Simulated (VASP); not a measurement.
# C: relaxation of cell and atoms with PBE+D3(BJ)

C:

```
CELL_PARAMETERS angstrom
1.22805 -2.12706 0.00000
1.22805 2.12706 0.00000
0.00000 0.00000 7.17327
ATOMIC_POSITIONS crystal
C 0.08338 0.91662 0.75314
C 0.58338 0.41662 0.24686
C 0.91662 0.08338 0.24686
C 0.41662 0.58338 0.75314
```

| Property | Result |
| --- | --- |
| Program | VASP 6.6.1 |
| Task | relaxation of cell and atoms |
| Functional | PBE |
| Dispersion | D3(BJ) |
| Potentials or basis | VASP PAW PBE potentials, release 64 (C) |
| Cutoff | 600 eV |
| k mesh | 18 × 18 × 6 |
| Occupations | gaussian, width 0.1 eV |
| Spin | no spin polarisation |
| Dipole correction | no |
| Further INCAR settings | ALGO = Normal; EDIFF = 1e-06; IBRION = 2; EDIFFG = -0.005; NSW = 100; ISIF = 3 |

```json
{
  "Relaxed volume": "8.85 Å³/atom",
  "Relaxed cell": "a = 2.465 Å, b = 2.465 Å, c = 6.724 Å, α = 90.00°, β = 90.00°, γ = 119.97°",
  "Space group after relaxing (to 0.05 Å)": "Fmmm (No. 69)",
  "Energy gained by relaxing": "4.5 meV/atom",
  "Ionic steps": "38",
  "Pressure after relaxing": "0.0 GPa",
  "Largest force after relaxing": "0.003 eV/Å",
  "Dispersion energy per atom": "-0.156 eV"
}
```

Forces in eV/Å, atoms in the order of the input:
```
C    0.000 -0.003 -0.002
C    0.000 -0.003  0.002
C    0.000  0.003  0.002
C    0.000  0.003 -0.002
```

Step by step:
```
step  energy change (eV)  largest force (eV/Å)  pressure (GPa)  volume (Å³)
   1              0.0000                0.0254            2.67        37.48
   2              0.0202                0.0936           -7.91        38.33
   3             -0.0048                0.0156           -0.70        37.73
   4             -0.0061                0.0483           -0.73        37.58
   5             -0.0089                0.2356           -0.77        37.14
   6             -0.0076                0.6193           -0.77        36.25
   7             -0.0095                0.3628           -0.79        36.84
   8             -0.0096                0.3589           -0.78        36.83
   9             -0.0101                0.3475           -0.74        36.78
  10             -0.0111                0.3249           -0.73        36.68
  11             -0.0127                0.2795           -0.66        36.48
  12             -0.0154                0.1891           -0.50        36.07
  13             -0.0172                0.0154           -0.12        35.27
  14             -0.0172                0.0405           -0.19        35.40
  15             -0.0174                0.0235           -0.16        35.43
  16             -0.0176                0.0222           -0.04        35.49
  17             -0.0176                0.0263           -0.03        35.50
  18             -0.0176                0.0145           -0.02        35.50
  19             -0.0176                0.0168           -0.02        35.50
  20             -0.0176                0.0141           -0.03        35.50
  21             -0.0176                0.0139           -0.02        35.49
  22             -0.0176                0.0123           -0.02        35.49
  23             -0.0176                0.0120           -0.04        35.49
  24             -0.0176                0.0110           -0.03        35.49
  25             -0.0177                0.0104           -0.04        35.48
  26             -0.0178                0.0106           -0.05        35.46
  27             -0.0178                0.0185           -0.07        35.43
  28             -0.0179                0.0152           -0.06        35.42
  29             -0.0179                0.0066           -0.02        35.41
  30             -0.0180                0.0144            0.08        35.38
  31             -0.0180                0.0115            0.07        35.39
  32             -0.0180                0.0040            0.04        35.39
  33             -0.0180                0.0037            0.01        35.39
  34             -0.0180                0.0160           -0.03        35.39
  35             -0.0180                0.0061            0.01        35.39
  36             -0.0180                0.0062           -0.02        35.39
  37             -0.0180                0.0065           -0.06        35.39
  38             -0.0180                0.0034            0.00        35.39
```

Final structure:
```cif
data_structure
_symmetry_space_group_name_H-M 'P 1'
_symmetry_Int_Tables_number 1
_cell_length_a 2.4648
_cell_length_b 2.4648
_cell_length_c 6.7243
_cell_angle_alpha 90.000
_cell_angle_beta 90.000
_cell_angle_gamma 119.973
_cell_volume 35.39
loop_
_atom_site_label
_atom_site_type_symbol
_atom_site_fract_x
_atom_site_fract_y
_atom_site_fract_z
_atom_site_occupancy
C1 C 0.08330 0.91670 0.75031 1
C2 C 0.58330 0.41670 0.24969 1
C3 C 0.91670 0.08330 0.24969 1
C4 C 0.41670 0.58330 0.75031 1
```

Levels at points of the mesh, in eV from the Fermi level:
| k point | band 4 | band 5 | band 6 | band 7 | band 8 | band 9 | band 10 | band 11 | band 12 |
| --- | --- | --- | --- | --- | --- | --- | --- | --- | --- |
| (0.00, 0.00, 0.00) | -6.56 | -3.03 | -3.01 | -3.00 | -3.00 | 4.27 | 8.29 | 8.33 | 8.40 |
| (0.50, 0.00, 0.00) | -13.21 | -6.39 | -6.39 | -2.45 | -2.45 | 1.88 | 1.88 | 7.41 | 7.41 |
| (0.50, 0.50, 0.00) | -13.13 | -6.42 | -6.37 | -3.02 | -1.60 | 0.97 | 2.49 | 7.19 | 7.59 |
| (0.00, 0.00, 0.50) | -7.62 | -3.01 | -3.01 | -3.00 | -3.00 | 6.88 | 6.91 | 8.34 | 8.35 |
| (0.50, 0.00, 0.50) | -13.22 | -6.39 | -6.39 | -2.36 | -2.36 | 1.65 | 1.65 | 7.40 | 7.40 |
| (0.50, 0.50, 0.50) | -13.22 | -6.40 | -6.40 | -2.36 | -2.35 | 1.66 | 1.67 | 7.38 | 7.39 |

Wall time 28 min on 1 thread of Intel(R) Xeon(R) Platinum 8488C (Sapphire Rapids) (shared host), peak memory 0.32 GiB.
